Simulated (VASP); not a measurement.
Wanted: the native input for a VASP 6.6.1 run.

| Item | Value |
| --- | --- |
| Task | single point |
| Functional | PBE |
| Potentials or basis | VASP PAW PBE potentials, release 64 (Sr_sv, Zn, H) |
| Cutoff | 520 eV |
| k mesh | 6 × 6 × 8 |
| Occupations | gaussian, width 0.1 eV |
| Spin | no spin polarisation |
| Dipole correction | no |
| Further INCAR settings | ALGO = Normal; EDIFF = 1e-06; NBANDS = 36 |

The structure of Sr3Zn2H lies in POSCAR:

```
Sr3Zn2H
1.0
    9.1518976685      0.0000000000      0.0000000000
   -4.5759488343      7.9257758738      0.0000000000
    0.0000000000      0.0000000000      4.6634060185
Sr Zn H
3 2 1
Direct
    0.1487749116      0.8512250884      0.0000000000
    0.1487749116      0.2975498232      0.0000000000
    0.7024501768      0.8512250884      0.0000000000
    0.3333333333      0.6666666667      0.7452471328
    0.3333333333      0.6666666667      0.2547528672
    0.0000000000      0.0000000000      0.0000000000
```

The cell was generated, and may not be a known phase.

These files were run (other wordings do the same):

INCAR

```
SYSTEM = Sr3Zn2H
  PREC = Accurate
  ENCUT = 520
  EDIFF = 1E-6
  ISMEAR = 0
  SIGMA = 0.1
  LREAL = .FALSE.
  LASPH = .TRUE.
  NELM = 80
  ALGO = Normal
  ISIF = 2
  LWAVE = .FALSE.
  LCHARG = .FALSE.
  GGA = PE
  NBANDS = 36
```

KPOINTS

```
regular mesh
0
G
  6 6 8
  0 0 0
```

Potentials or basis: VASP PAW PBE potentials, release 64 (Sr_sv, Zn, H).

The run is started by

```bash
$ cat potpaw_PBE.64/Sr_sv/POTCAR potpaw_PBE.64/Zn/POTCAR potpaw_PBE.64/H/POTCAR > POTCAR
$ mpirun -np 1 vasp_std > vasp.out
```

It gave:

```yaml
Pressure: 0.0 GPa
Band_gap_on_the_k_mesh: zero (an odd number of electrons rules out a gap without spin polarisation)
```

It took 8.6 min on 1 thread of Oxide Virtual Turin-like Processor (shared host), peak memory 0.65 GiB.
